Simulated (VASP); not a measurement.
# CoSi2 (I4/mmm) in VASP: further runs, part 3 of 3

VASP 6.6.1. Earlier steps stand in the parts before.

### Step 4. Single point, PBE (uniaxial strain along c: +4.5 %, then relaxed in part)

File INCAR:

```
PREC = Accurate ; ENCUT = 520
EDIFF = 1E-6 ; ISMEAR = 0
SIGMA = 0.1 ; LREAL = False
LASPH = True ; NELM = 100
ALGO = Normal ; ISIF = 2
LWAVE = False ; LCHARG = False
GGA = PE ; NBANDS = 26
```

File KPOINTS:

```
Automatic mesh
0
Gamma
  10 10 8
```

File POSCAR:

```
CoSi2
1.0
    2.6357695313      2.6357695313      0.0000000000
   -2.6357695313      2.6357695313      0.0000000000
    0.0000000000      0.0000000000      5.6010726362
Co Si
2 4
Direct
    0.0000000000      0.0000000000      0.0000000000
    0.5000000000      0.5000000000      0.5000000000
    0.0000000000      0.5000000000      0.7500000000
    0.5000000000      0.0000000000      0.7500000000
    0.5000000000      0.0000000000      0.2500000000
    0.0000000000      0.5000000000      0.2500000000
```

Potentials or basis: VASP PAW PBE potentials, release 64 (Co, Si).

Started as:

```
> cat potpaw_PBE.64/Co/POTCAR potpaw_PBE.64/Si/POTCAR > POTCAR
> mpirun -np 1 vasp_std > vasp.out
```

OUTCAR:

```text
PREC = Accurate
   ENCUT = 520
   EDIFF = 1E-6
   ISMEAR = 0
   LREAL = False
   LASPH = True
   NELM = 100
   ISIF = 2
   GGA = PE

 ion  position               nearest neighbor table
   1  0.000  0.000  0.000-   3 2.33   4 2.33   5 2.33   6 2.33   3 2.33   6 2.33   4 2.33   5 2.33

   2  0.500  0.500  0.500-   3 2.33   4 2.33   5 2.33   6 2.33   4 2.33   5 2.33   3 2.33   6 2.33

   3  0.000  0.500  0.750-   1 2.33   2 2.33   1 2.33   2 2.33   4 2.64   4 2.64   4 2.64   4 2.64
                             6 2.80   6 2.80
   4  0.500  0.000  0.750-   1 2.33   2 2.33   2 2.33   1 2.33   3 2.64   3 2.64   3 2.64   3 2.64
                             5 2.80   5 2.80
   5  0.500  0.000  0.250-   1 2.33   2 2.33   2 2.33   1 2.33   6 2.64   6 2.64   6 2.64   6 2.64
                             4 2.80   4 2.80
   6  0.000  0.500  0.250-   1 2.33   2 2.33   1 2.33   2 2.33   5 2.64   5 2.64   5 2.64   5 2.64
                             3 2.80   3 2.80

  LATTYP: Found a simple tetragonal cell.
 ALAT       =     3.7275410185
 C/A-ratio  =     1.5026186455

  Lattice vectors:

 A1 = (   2.6357695313,   2.6357695313,   0.0000000000)
 A2 = (  -2.6357695313,   2.6357695313,   0.0000000000)
 A3 = (   0.0000000000,   0.0000000000,   5.6010726362)

Analysis of symmetry for initial positions (statically):
=====================================================================
 Subroutine PRICEL returns following result:

  LATTYP: Found a body centered tetragonal cell.
 ALAT       =     3.7275410185
 C/A-ratio  =     1.5026186455

  Lattice vectors:

 A1 = (   2.6357695313,   0.0000000000,  -2.8005363181)
 A2 = (  -2.6357695313,   0.0000000000,  -2.8005363181)
 A3 = (   0.0000000000,   2.6357695313,   2.8005363181)

   2 primitive cells build up your supercell.

 Routine SETGRP: Setting up the symmetry group for a
 simple tetragonal supercell.

 Subroutine GETGRP returns: Found 16 space group operations
 (whereof 16 operations were pure point group operations)
 out of a pool of 16 trial point group operations.

The static configuration has the point symmetry D_4h.

Analysis of symmetry for dynamics (positions and initial velocities):
=====================================================================
 Subroutine PRICEL returns following result:

  LATTYP: Found a body centered tetragonal cell.
 ALAT       =     3.7275410185
 C/A-ratio  =     1.5026186455

  Lattice vectors:

 A1 = (   2.6357695313,   0.0000000000,  -2.8005363181)
 A2 = (  -2.6357695313,   0.0000000000,  -2.8005363181)
 A3 = (   0.0000000000,   2.6357695313,   2.8005363181)

   2 primitive cells build up your supercell.

 Routine SETGRP: Setting up the symmetry group for a
 simple tetragonal supercell.

 Subroutine GETGRP returns: Found 16 space group operations
 (whereof 16 operations were pure point group operations)
 out of a pool of 16 trial point group operations.

The dynamic configuration has the point symmetry D_4h.

 Subroutine INISYM returns: Found 16 space group operations
 (whereof 16 operations are pure point group operations),
 and found     2 'primitive' translations

----------------------------------------------------------------------------------------

                                     Primitive cell
[... 42 lines left out ...]

 Subroutine IBZKPT returns following result:
 ===========================================

 Found    105 irreducible k-points:

 Following reciprocal coordinates:
            Coordinates               Weight
  0.000000  0.000000  0.000000      1.000000
  0.100000  0.000000  0.000000      4.000000
  0.200000  0.000000  0.000000      4.000000
  0.300000  0.000000  0.000000      4.000000
  0.400000  0.000000  0.000000      4.000000
  0.500000  0.000000  0.000000      2.000000
[... 16 lines left out ...]
  0.100000  0.000000  0.125000      8.000000
  0.200000  0.000000  0.125000      8.000000
 [... further k-points ...]
   k-points           NKPTS =    105   k-points in BZ     NKDIM =    105   number of bands    NBANDS=     26
   number of dos      NEDOS =    301   number of ions     NIONS =      6
   total plane-waves  NPLWV =  32928
   dimension x,y,z NGX =    28 NGY =   28 NGZ =   42
   dimension x,y,z NGXF=    56 NGYF=   56 NGZF=   84
   ions per type =               2   4
   NGX,Y,Z   is equivalent  to a cutoff of  12.49, 12.49, 12.47 a.u.
   NGXF,Y,Z  is equivalent  to a cutoff of  24.98, 24.98, 24.93 a.u.
 SYSTEM =  unknown system
   PREC   = accura    normal or accurate (medium, high low for compatibility)
   ISTART =      0    job   : 0-new  1-cont  2-samecut
   ICHARG =      2    charge: 1-file 2-atom 10-const
   ISPIN  =      1    spin polarized calculation?
   LNONCOLLINEAR =      F non collinear calculations
   LSORBIT =      F    spin-orbit coupling
   LASPH  =      T    aspherical Exc in radial PAW
   ENCUT  =  520.0 eV  38.22 Ry    6.18 a.u.   6.93  6.93 10.41*2*pi/ulx,y,z
   NELM   =    100;   NELMIN=  2; NELMDL= -5     # of ELM steps
   EDIFF  = 0.1E-05   stopping-criterion for ELM
   LREAL  =      F    real-space projection
   EDIFFG = 0.1E-04   stopping-criterion for IOM
   NSW    =      0    number of steps for IOM
   IBRION =     -1    ionic relax: 0-MD 1-quasi-New 2-CG
   NFREE  =      0    steps in history (QN), initial steepest desc. (CG)
   ISIF   =      2    stress and relaxation
   ISYM   =      2    0-nonsym 1-usesym 2-fastsym
   POTIM  = 0.5000    time-step for ionic-motion
   TEBEG  =    0.0;   TEEND  =   0.0 temperature during run
   PSTRESS=    0.0 pullay stress
   NELECT =      34.0000    total number of electrons
   NUPDOWN=      -1.0000    fix difference up-down
   EMIN   =  10.00;   EMAX   =-10.00  energy-range for DOS
   EFERMI =   0.00;   METHOD = LEGACY
   ISMEAR =     0;   SIGMA  =   0.10  broadening in eV -4-tet -1-fermi 0-gaus
   EFERMI_NEDOS =   21; number of points for ismear=-14 and -15
   IALGO  =     38    algorithm
   IMIX   =      4    mixing-type and parameters
     AMIX     =   0.40;   BMIX     =  1.00
     AMIX_MAG =   1.60;   BMIX_MAG =  1.00
  volume/ion in A,a.u.               =      12.97        87.53
  Fermi-wavevector in a.u.,A,eV,Ry     =   1.242212  2.347441 20.995029  1.543091
  Thomas-Fermi vector in A             =   2.376576
   LORBIT       =      0    0 simple, 1 ext, 2 COOP (PROOUT), +10 PAW based schemes
   GGA     = PE    functional components
   LHFCALC =     F    Hartree Fock is set to
   AEXX    =    0.0000 exact exchange contribution
   IVDW    =     0    specifies the selected vdW correction
   LEPSILON=     F    determine dielectric tensor
   LRPA    =     F    only Hartree local field effects (RPA)
 non-spin polarized calculation
 Gauss-broadening in eV      SIGMA  =   0.10
  energy-cutoff  :      520.00
  volume of cell :       77.82
 maximum number of plane-waves:      2112
 NGX is ok and might be reduce to    28
   NGX = 13   NGY = 13   NGZ = 21

 number of electron      33.9999990 magnetization

 Free energy of the ion-electron system (eV)
  ---------------------------------------------------
  ext. energy  EPLUGINS =         0.00000000
  ---------------------------------------------------
  free energy    TOTEN  =       -38.54372257 eV

  energy without entropy =      -38.53352757  energy(sigma->0) =      -38.53862507

 E-fermi :   9.9067     XC(G=0): -11.6878

 val. band max:        9.8878812717   @ k =   0.1000   0.0000   0.5000
 cond. band min:       9.9147832009   @ k =   0.3000   0.3000   0.3750
 fundamental gap:      0.0269019292
 Fermi energy:         9.9066669578

 k-point     1 :       0.0000    0.0000    0.0000
  band No.  band energies     occupation
      1      -3.1229      2.00000
      2       0.3215      2.00000
      3       2.7923      2.00000
      4       4.0204      2.00000
      5       5.8166      2.00000
      6       5.8166      2.00000
[... 685 lines left out ...]
     25      15.3964      0.00000
     26      15.9633      0.00000

 [... further k-points ...]
[... 5 lines left out ...]
  --------------------------------------------------------------------------------------
  -------------------------------------------------------------------------------------
  Total       -0.0606483     -0.0606483     -2.5022712      0.0000000      0.0000000      0.0000000
  in kB       -1.2485710     -1.2485710    -51.5144283      0.0000000      0.0000000      0.0000000
  external PRESSURE =     -18.0038568 kB  Pullay stress =       0.0000000 kB

 VOLUME and BASIS-vectors are now :
 -----------------------------------------------------------------------------
  energy-cutoff  :      520.00
  volume of cell :       77.82
      direct lattice vectors                 reciprocal lattice vectors
     2.635769531  2.635769531  0.000000000     0.189697921  0.189697921  0.000000000
    -2.635769531  2.635769531  0.000000000    -0.189697921  0.189697921  0.000000000
     0.000000000  0.000000000  5.601072636     0.000000000  0.000000000  0.178537231

 POSITION                                       TOTAL-FORCE (eV/Angst)
 -----------------------------------------------------------------------------------
      0.00000      0.00000      0.00000        -0.000000     -0.000000     -0.000000
      0.00000      2.63577      2.80054         0.000000     -0.000000      0.000000
     -1.31788      1.31788      4.20080        -0.000000      0.000000     -0.000000
      1.31788      1.31788      4.20080         0.000000      0.000000     -0.000000
      1.31788      1.31788      1.40027        -0.000000      0.000000     -0.000000
     -1.31788      1.31788      1.40027         0.000000      0.000000     -0.000000
 -----------------------------------------------------------------------------------
    total drift:                               -0.000000      0.000000      0.000000

  FREE ENERGIE OF THE ION-ELECTRON SYSTEM (eV)
  ---------------------------------------------------
  free  energy   TOTEN  =       -38.5437225655 eV

  energy  without entropy=      -38.5335275715  energy(sigma->0) =      -38.53862507
```

Run time: 3.7 min. Hardware: 1 thread of Intel Xeon 6975P-C, shared host; peak memory 0.3 GiB.

Results:

```yaml
Free_energy: -38.5437 eV
Pressure: -1.8 GPa
Band_gap_on_the_k_mesh: zero (band 17 reaches 11.84 eV, above the bottom of band 18 at 8.62 eV)
```

Stress tensor (GPa, compression positive):
```
-0.12  0.00  0.00
 0.00 -0.12  0.00
 0.00  0.00 -5.15
```

Caveat: the cell differs from its parent crystal (uniaxial strain along c: +4.5 %, then relaxed in part).

### Step 5. Single point, PBE (uniaxial strain along c: +3.0 %)

File INCAR:

```
SYSTEM = CoSi2
PREC     = Accurate       ! precision mode
ENCUT    = 520            ! plane-wave cutoff, eV
EDIFF    = 1E-6           ! SCF threshold, eV
ISMEAR   = 0              ! smearing method
SIGMA    = 0.1            ! smearing width, eV
LREAL    = .FALSE.        ! projectors in reciprocal space
LASPH    = .TRUE.         ! aspherical terms in the spheres
NELM     = 80             ! most SCF steps
ALGO     = Normal         ! electronic algorithm
ISIF     = 2              ! what is computed and relaxed
LWAVE    = .FALSE.        ! write WAVECAR
LCHARG   = .FALSE.        ! write CHGCAR
GGA      = PE             ! functional
NBANDS   = 26             ! bands
```

File KPOINTS:

```
Automatic mesh
0
G
  10 10 8
  0 0 0
```

POSCAR: that of step 4 with these lines changed.

```diff
@@ -2,5 +2,5 @@
 1.0
-    2.6357695313      2.6357695313      0.0000000000
-   -2.6357695313      2.6357695313      0.0000000000
-    0.0000000000      0.0000000000      5.6010726362
+    2.6598395174      2.6598395174      0.0000000000
+   -2.6598395174      2.6598395174      0.0000000000
+    0.0000000000      0.0000000000      5.5206744644
 Co Si
```

Started as:

```
> cat potpaw_PBE.64/Co/POTCAR potpaw_PBE.64/Si/POTCAR > POTCAR
> mpirun -np 1 vasp_std > vasp.out
```

It took 3.3 min on 1 thread of Intel Xeon 6975P-C, shared host; peak memory 0.3 GiB.

The run converged. Its results:

| Property | Result |
| --- | --- |
| Free energy | -38.5710 eV |
| Pressure | -2.5 GPa |
| Band gap on the k mesh | zero (band 17 reaches 11.66 eV, above the bottom of band 18 at 8.57 eV) |

Stress tensor (GPa, compression positive):
```
-1.51  0.00  0.00
 0.00 -1.51  0.00
 0.00  0.00 -4.62
```

Levels at points of the mesh, in eV from the Fermi level:
```tsv
k point	band 15	band 16	band 17	band 18	band 19	band 20
(0.00, 0.00, 0.00)	-1.26	0.61	1.67	3.04	3.15	3.19
(0.50, 0.00, 0.00)	-1.17	-1.17	0.39	0.39	2.67	2.67
(0.50, 0.50, 0.00)	-1.78	-1.78	-1.29	-1.29	1.43	1.43
(0.00, 0.00, 0.50)	-0.26	-0.26	-0.26	-0.26	1.43	1.43
(0.50, 0.00, 0.50)	-0.61	-0.61	-0.33	-0.33	2.68	2.68
(0.50, 0.50, 0.50)	-1.35	-1.35	-0.72	-0.72	3.39	3.39
```

Caveat: the cell differs from its parent crystal (uniaxial strain along c: +3.0 %). Spin polarisation is off, so any magnetic state and its effect on volume and gap are missing.

### Step 6. Summary

| cell | gap on the mesh (eV) | pressure (GPa) |
| --- | --- | --- |
| a = 3.776, b = 3.776, c = 5.440 Å, 6 atoms | none | -1.4 |
| a = 3.748, b = 3.748, c = 5.521 Å, 6 atoms | none | -1.3 |
| a = 3.728, b = 3.728, c = 5.601 Å, 6 atoms | none | -1.8 |
| a = 3.762, b = 3.762, c = 5.521 Å, 6 atoms | none | -2.5 |

Alike in all rows: task single point; level PBE; potentials or basis VASP PAW PBE potentials, release 64 (Co, Si); no spin polarisation; k mesh 10 × 10 × 8; cutoff (eV) 520; smearing gaussian 0.1 eV.

Absolute energies hang on the potentials; compare differences alone.
